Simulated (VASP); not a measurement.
Write the native input for VASP 6.6.1 that does the following.

- Task: single point
- Functional: PBE
- Potentials or basis: VASP PAW PBE potentials, release 64 (Pt, Se)
- Cutoff: 520 eV
- k mesh: 12 × 12 × 6
- Occupations: gaussian, width 0.05 eV
- Spin: no spin polarisation
- Dipole correction: no
- Further INCAR settings: ALGO = Normal; EDIFF = 1e-06; NBANDS = 18

The structure of PtSe2 lies in POSCAR:

```
PtSe2
1.0
    3.9605065244      0.0000000000      0.0000000000
   -1.9802532622      3.4298992619      0.0000000000
    0.0000000000      0.0000000000      5.8566798169
Pt Se
1 2
Direct
    0.0000000000      0.0000000000      0.0000000000
    0.3333333333      0.6666666667      0.2001869949
    0.6666666667      0.3333333333      0.7998130051
```

This cell differs from its parent crystal: ratio of the length along z to the lengths across it x 0.85, volume and fractional coordinates fixed.

The input as run:

INCAR

```
SYSTEM = PtSe2
PREC = Accurate
ENCUT = 520
EDIFF = 1E-6
ISMEAR = 0
SIGMA = 0.05
LREAL = .False.
LASPH = .True.
NELM = 60
ALGO = Normal
ISIF = 2
LWAVE = .False.
LCHARG = .True.
GGA = PE
LELF = .True.
LVHAR = .True.
NBANDS = 18
```

KPOINTS

```
regular mesh
0
Gamma
  12 12 6
  0 0 0
```

Potentials or basis: VASP PAW PBE potentials, release 64 (Pt, Se).

Command:

```sh
$ cat potpaw_PBE.64/Pt/POTCAR potpaw_PBE.64/Se/POTCAR > POTCAR
$ mpirun -np 1 vasp_std > vasp.out
```

It gave:

| Item | Value |
| --- | --- |
| Pressure | -3.9 GPa |
| Largest force | 0.226 eV/Å |
| Band gap on the k mesh | 0.36 eV, indirect (least direct gap 0.42 eV) |

Caveat: spin-orbit coupling is left out, which moves the levels of the heavy elements; this functional lacks dispersion, which binds the layers, so the pressure and a relaxed spacing across them are unreliable.

It took 2.3 min on 1 thread of Intel(R) Xeon(R) Platinum 8259CL CPU @ 2.50GHz (Skylake/Cascade Lake), with other jobs on the host, peak memory 0.29 GiB.
